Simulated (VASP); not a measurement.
# Ru in VASP: single point with r2SCAN+rVV10

Aim: the single point of Ru with r2SCAN+rVV10.

Program: VASP 6.6.1. These are calculated values, not measurements. Logs are shortened: lines on timing, memory, paths and dates and some standing lists are left out, and cuts for length are marked.

**1. The cell of the first run**

The cell holds a slab with vacuum, 4 atoms: a = 2.696 Å, b = 2.696 Å, c = 27.434 Å, α = 90.00°, β = 90.00°, γ = 120.00°.

**2. Single point, r2SCAN+rVV10**

File POSCAR:

```
Ru
1.0
    2.6958972194      0.0000000000      0.0000000000
   -1.3479486097      2.3347154780      0.0000000000
    0.0000000000      0.0000000000     27.4335020978
Ru
4
Direct
    0.3333333333      0.6666666667      0.2187106837
    0.6666666667      0.3333333333      0.2935330461
    0.3333333333      0.6666666667      0.3711396841
    0.6666666667      0.3333333333      0.4484431072
```

File INCAR.step1:

```
SYSTEM = Ru
PREC     = Accurate       ! precision mode
ENCUT    = 440            ! plane-wave cutoff, eV
ISMEAR   = 1              ! smearing method
SIGMA    = 0.1            ! smearing width, eV
LREAL    = .FALSE.        ! projectors in reciprocal space
LASPH    = .TRUE.         ! aspherical terms in the spheres
NELM     = 120            ! most SCF steps
LDIPOL   = .TRUE.       
IDIPOL   = 3            
DIPOL    = 0.5 0.5 0.333
NBANDS   = 36             ! bands
GGA      = PE             ! functional
ALGO     = Normal         ! electronic algorithm
EDIFF    = 1E-5           ! SCF threshold, eV
LWAVE    = .TRUE.         ! write WAVECAR
LCHARG   = .FALSE.        ! write CHGCAR
GGA_COMPAT= .FALSE.      
NELMDL   = -8
```

File INCAR.step2:

```
SYSTEM = Ru
PREC     = Accurate       ! precision mode
ENCUT    = 440            ! plane-wave cutoff, eV
EDIFF    = 1E-6           ! SCF threshold, eV
ISMEAR   = 1              ! smearing method
SIGMA    = 0.1            ! smearing width, eV
LREAL    = .FALSE.        ! projectors in reciprocal space
LASPH    = .TRUE.         ! aspherical terms in the spheres
NELM     = 120            ! most SCF steps
ALGO     = Normal         ! electronic algorithm
ISIF     = 2              ! what is computed and relaxed
LWAVE    = .FALSE.        ! write WAVECAR
LCHARG   = .TRUE.         ! write CHGCAR
LDIPOL   = .TRUE.       
IDIPOL   = 3            
DIPOL    = 0.5 0.5 0.333
METAGGA  = R2SCAN         ! meta-GGA
LMIXTAU  = .TRUE.       
LUSE_VDW = .TRUE.       
IVDW_NL  = 2            
BPARAM   = 11.95        
CPARAM   = 0.0093       
LELF     = .TRUE.         ! ELF
LVHAR    = .TRUE.       
LVACPOTAV= .TRUE.       
NBANDS   = 36             ! bands
ISTART   = 1            
GGA_COMPAT= .FALSE.
```

File KPOINTS:

```
regular mesh
0
G
  18 18 1
  0 0 0
```

Potentials or basis: VASP PAW PBE potentials, release 64 (Ru_pv).

Launch:

```console
cat potpaw_PBE.64/Ru_pv/POTCAR > POTCAR
cp INCAR.step1 INCAR
mpirun -np 1 vasp_std > vasp.out
cp INCAR.step2 INCAR
mpirun -np 1 vasp_std > vasp.out
```

OUTCAR:

```text
SYSTEM = Ru
   PREC = Accurate
   ENCUT = 440
   EDIFF = 1E-6
   ISMEAR = 1
   LREAL = .FALSE.
   LASPH = .TRUE.
   NELM = 120
   ISIF = 2
   METAGGA = R2SCAN
   IVDW_NL = 2
   BPARAM = 11.95
   ISTART = 1

 ion  position               nearest neighbor table
   1  0.333  0.667  0.219-   2 2.58   2 2.58   2 2.58
   2  0.667  0.333  0.294-   1 2.58   1 2.58   1 2.58   3 2.64   3 2.64   3 2.64
   3  0.333  0.667  0.371-   4 2.63   4 2.63   4 2.63   2 2.64   2 2.64   2 2.64
   4  0.667  0.333  0.448-   3 2.63   3 2.63   3 2.63

  LATTYP: Found a hexagonal cell.
 ALAT       =     2.6958972194
 C/A-ratio  =    10.1760192860

  Lattice vectors:

 A1 = (   2.6958972194,   0.0000000000,   0.0000000000)
 A2 = (  -1.3479486097,   2.3347154780,   0.0000000000)
 A3 = (   0.0000000000,   0.0000000000,  27.4335020978)

Analysis of symmetry for initial positions (statically):
=====================================================================
 Subroutine PRICEL returns:
 Original cell was already a primitive cell.

 Routine SETGRP: Setting up the symmetry group for a
 hexagonal supercell.

 Subroutine GETGRP returns: Found  6 space group operations
 (whereof  6 operations were pure point group operations)
 out of a pool of 24 trial point group operations.

The static configuration has the point symmetry C_3v.

Analysis of symmetry for dynamics (positions and initial velocities):
=====================================================================
 Subroutine PRICEL returns:
 Original cell was already a primitive cell.

 Routine SETGRP: Setting up the symmetry group for a
 hexagonal supercell.

 Subroutine GETGRP returns: Found  6 space group operations
 (whereof  6 operations were pure point group operations)
 out of a pool of 24 trial point group operations.

The dynamic configuration has the point symmetry C_3v.

 Subroutine INISYM returns: Found  6 space group operations
 (whereof  6 operations are pure point group operations),
 and found     1 'primitive' translations

----------------------------------------------------------------------------------------

                                     Primitive cell

  volume of cell :     172.6707

  direct lattice vectors                    reciprocal lattice vectors
     2.695897219  0.000000000  0.000000000     0.370934023  0.214158858  0.000000000
    -1.347948610  2.334715478  0.000000000     0.000000000  0.428317716  0.000000000
     0.000000000  0.000000000 27.433502098     0.000000000  0.000000000  0.036451781

  length of vectors
     2.695897219  2.695897219 27.433502098     0.428317716  0.428317716  0.036451781

  position of ions in fractional coordinates (direct lattice)
     0.333333333  0.666666667  0.218710684
     0.666666667  0.333333333  0.293533046
     0.333333333  0.666666667  0.371139684
     0.666666667  0.333333333  0.448443107

  ion indices of the primitive-cell ions
   primitive index   ion index
                 1           1
                 2           2
                 3           3
                 4           4

----------------------------------------------------------------------------------------

 KPOINTS: regular mesh

Automatic generation of k-mesh.
 Grid dimensions read from file:
 generate k-points for:   18   18    1

 Generating k-lattice:

  Cartesian coordinates                     Fractional coordinates (reciprocal lattice)
     0.020607446  0.011897714  0.000000000     0.055555556 -0.000000000  0.000000000
     0.000000000  0.023795429  0.000000000     0.000000000  0.055555556  0.000000000
     0.000000000  0.000000000  0.036451781     0.000000000  0.000000000  1.000000000

  Length of vectors
     0.023795429  0.023795429  0.036451781

  Shift w.r.t. Gamma in fractional coordinates (k-lattice)
     0.000000000  0.000000000  0.000000000

 Subroutine IBZKPT returns following result:
 ===========================================

 Found     37 irreducible k-points:

 Following reciprocal coordinates:
            Coordinates               Weight
  0.000000  0.000000  0.000000      1.000000
  0.055556  0.000000  0.000000      6.000000
  0.111111  0.000000  0.000000      6.000000
  0.166667  0.000000  0.000000      6.000000
  0.222222  0.000000  0.000000      6.000000
  0.277778  0.000000  0.000000      6.000000
[... 16 lines left out ...]
  0.333333  0.111111  0.000000     12.000000
  0.388889  0.111111  0.000000     12.000000
 [... further k-points ...]
   k-points           NKPTS =     37   k-points in BZ     NKDIM =     37   number of bands    NBANDS=     36
   number of dos      NEDOS =    301   number of ions     NIONS =      4
   total plane-waves  NPLWV =  62208
   dimension x,y,z NGX =    18 NGY =   18 NGZ =  192
   dimension x,y,z NGXF=    36 NGYF=   36 NGZF=  384
   ions per type =               4
   NGX,Y,Z   is equivalent  to a cutoff of  11.10, 11.10, 11.64 a.u.
   NGXF,Y,Z  is equivalent  to a cutoff of  22.20, 22.20, 23.27 a.u.
 SYSTEM =  Ru
   PREC   = accura    normal or accurate (medium, high low for compatibility)
   ISTART =      1    job   : 0-new  1-cont  2-samecut
   ICHARG =      0    charge: 1-file 2-atom 10-const
   ISPIN  =      1    spin polarized calculation?
   LNONCOLLINEAR =      F non collinear calculations
   LSORBIT =      F    spin-orbit coupling
   LASPH  =      T    aspherical Exc in radial PAW
   ENCUT  =  440.0 eV  32.34 Ry    5.69 a.u.   4.61  4.61 46.92*2*pi/ulx,y,z
   NELM   =    120;   NELMIN=  2; NELMDL=  0     # of ELM steps
   EDIFF  = 0.1E-05   stopping-criterion for ELM
   LREAL  =      F    real-space projection
   EDIFFG = 0.1E-04   stopping-criterion for IOM
   NSW    =      0    number of steps for IOM
   IBRION =     -1    ionic relax: 0-MD 1-quasi-New 2-CG
   NFREE  =      0    steps in history (QN), initial steepest desc. (CG)
   ISIF   =      2    stress and relaxation
   ISYM   =      2    0-nonsym 1-usesym 2-fastsym
   POTIM  = 0.5000    time-step for ionic-motion
   TEBEG  =    0.0;   TEEND  =   0.0 temperature during run
   PSTRESS=    0.0 pullay stress
   NELECT =      56.0000    total number of electrons
   NUPDOWN=      -1.0000    fix difference up-down
   EMIN   =  10.00;   EMAX   =-10.00  energy-range for DOS
   EFERMI =   0.00;   METHOD = LEGACY
   ISMEAR =     1;   SIGMA  =   0.10  broadening in eV -4-tet -1-fermi 0-gaus
   EFERMI_NEDOS =   21; number of points for ismear=-14 and -15
   IALGO  =     38    algorithm
   IMIX   =      4    mixing-type and parameters
     AMIX     =   0.40;   BMIX     =  1.00
     AMIX_MAG =   1.60;   BMIX_MAG =  1.00
  volume/ion in A,a.u.               =      43.17       291.31
  Fermi-wavevector in a.u.,A,eV,Ry     =   1.124772  2.125512 17.212907  1.265113
  Thomas-Fermi vector in A             =   2.261446
   LORBIT       =      0    0 simple, 1 ext, 2 COOP (PROOUT), +10 PAW based schemes
   METAGGA = R2SCAN    functional components
   LHFCALC =     F    Hartree Fock is set to
   AEXX    =    0.0000 exact exchange contribution
   IVDW_NL    =     2    kernel type
   BPARAM     =11.9500
   IVDW    =     0    specifies the selected vdW correction
   LEPSILON=     F    determine dielectric tensor
   LRPA    =     F    only Hartree local field effects (RPA)
 non-spin polarized calculation
 Methfessel and Paxton  Order N= 1 SIGMA  =   0.10
  energy-cutoff  :      440.00
  volume of cell :      172.67
 maximum number of plane-waves:      3660
   NGX =  9   NGY =  9   NGZ = 93

 dipolmoment           0.000000      0.000000     -0.001625 electrons x Angstroem

 number of electron      55.9999996 magnetization

 dipolmoment           0.000000      0.000000      0.001591 electrons x Angstroem

 Free energy of the ion-electron system (eV)
  ---------------------------------------------------
  ext. energy  EPLUGINS =         0.00000000
  ---------------------------------------------------
  free energy    TOTEN  =       -98.19622597 eV

  energy without entropy =      -98.20081443  energy(sigma->0) =      -98.19775546

 E-fermi :   0.5191     XC(G=0):  -5.5115

 val. band max:        0.5004042867   @ k =   0.1667   0.0000   0.0000
 cond. band min:       0.5447596940   @ k =   0.4444   0.1111   0.0000
 fundamental gap:      0.0443554073
 Fermi energy:         0.5190976560

 k-point     1 :       0.0000    0.0000    0.0000
  band No.  band energies     occupation
      1     -44.6172      2.00000
      2     -44.1195      2.00000
      3     -43.7079      2.00000
      4     -43.7079      2.00000
      5     -43.5899      2.00000
      6     -43.5899      2.00000
[... 28 lines left out ...]
     35       1.7694     -0.00000
     36       1.7694     -0.00000

 k-point     2 :       0.0556    0.0000    0.0000
  band No.  band energies     occupation
      1     -44.6082      2.00000
      2     -44.1206      2.00000
      3     -43.7304      2.00000
      4     -43.7154      2.00000
      5     -43.6369      2.00000
      6     -43.5952      2.00000
[... 28 lines left out ...]
     35       1.8029     -0.00000
     36       1.9415     -0.00000

 k-point     3 :       0.1111    0.0000    0.0000
  band No.  band energies     occupation
      1     -44.5820      2.00000
      2     -44.1282      2.00000
      3     -43.7928      2.00000
      4     -43.7367      2.00000
      5     -43.7240      2.00000
      6     -43.6107      2.00000
[... 28 lines left out ...]
     35       1.8874     -0.00000
     36       2.6346      0.00000
[... 742 lines left out ...]
 k-point    23 :       0.3333    0.1111    0.0000
  band No.  band energies     occupation
      1     -44.5259      2.00000
      2     -44.4715      2.00000
      3     -44.2247      2.00000
      4     -44.0770      2.00000
      5     -43.9672      2.00000
      6     -43.8464      2.00000
[... 28 lines left out ...]
     35       4.6422      0.00000
     36       6.7800      0.00000

 k-point    24 :       0.3889    0.1111    0.0000
  band No.  band energies     occupation
      1     -44.5838      2.00000
      2     -44.5094      2.00000
      3     -44.2225      2.00000
      4     -44.1237      2.00000
      5     -43.9885      2.00000
      6     -43.8812      2.00000
[... 28 lines left out ...]
     35       5.5691      0.00000
     36       7.1475      0.00000

 [... further k-points ...]

------------------------ aborting loop because EDIFF is reached ----------------------------------------

  FORCE on cell =-STRESS in cart. coord.  units (eV):
  Direction    XX          YY          ZZ          XY          YZ          ZX
  --------------------------------------------------------------------------------------
  -------------------------------------------------------------------------------------
  Total       -3.1123764     -3.1123764     -0.7007153      0.0000000     -0.0000000      0.0000000
  in kB      -28.8791333    -28.8791333     -6.5018005      0.0000000     -0.0000000      0.0000000
  external PRESSURE =     -21.4200224 kB  Pullay stress =       0.0000000 kB

 VOLUME and BASIS-vectors are now :
 -----------------------------------------------------------------------------
  energy-cutoff  :      440.00
  volume of cell :      172.67
      direct lattice vectors                 reciprocal lattice vectors
     2.695897219  0.000000000  0.000000000     0.370934023  0.214158858  0.000000000
    -1.347948610  2.334715478  0.000000000     0.000000000  0.428317716  0.000000000
     0.000000000  0.000000000 27.433502098     0.000000000  0.000000000  0.036451781

 POSITION                                       TOTAL-FORCE (eV/Angst)
 -----------------------------------------------------------------------------------
     -0.00000      1.55648      6.00000        -0.000000      0.000000     -0.169441
      1.34795      0.77824      8.05264         0.000000     -0.000000      0.125859
     -0.00000      1.55648     10.18166         0.000000     -0.000000      0.529689
      1.34795      0.77824     12.30236        -0.000000      0.000000     -0.486107
 -----------------------------------------------------------------------------------
    total drift:                               -0.000000     -0.000000     -0.000008

  FREE ENERGIE OF THE ION-ELECTRON SYSTEM (eV)
  ---------------------------------------------------
  free  energy   TOTEN  =       -98.1962259679 eV

  energy  without entropy=      -98.2008144334  energy(sigma->0) =      -98.19775546

 vacuum level on the upper side and lower side of the slab         5.718         5.672
```

It took 25 min on 1 thread of Oxide Virtual Turin-like, shared host; peak memory 0.52 GiB.

What came out:

```yaml
Free_energy: -98.1962 eV
Largest_force: 0.530 eV/Å
Band_gap_on_the_k_mesh: zero (bands 28 and 29 overlap by 2.56 eV)
```

Forces in eV/Å, atoms in the order of the input:
```
Ru   0.000  0.000 -0.169
Ru   0.000  0.000  0.126
Ru   0.000  0.000  0.530
Ru   0.000  0.000 -0.486
```

Levels at points of the mesh, in eV from the Fermi level:
```csv
k point,band 24,band 25,band 26,band 27,band 28,band 29,band 30,band 31,band 32,band 33
"(0.00, 0.00, 0.00)",-2.29,-2.13,-2.13,-1.82,-0.94,-0.94,0.09,0.13,0.13,1.03
"(0.50, 0.00, 0.00)",-1.07,0.13,0.15,1.17,1.47,1.48,1.69,2.07,2.12,2.51
```

Caveat: the PAW data sets were made with another functional, which shifts forces and pressure a little.

The gap in the log of VASP goes by the Fermi energy; the results here count the filled bands.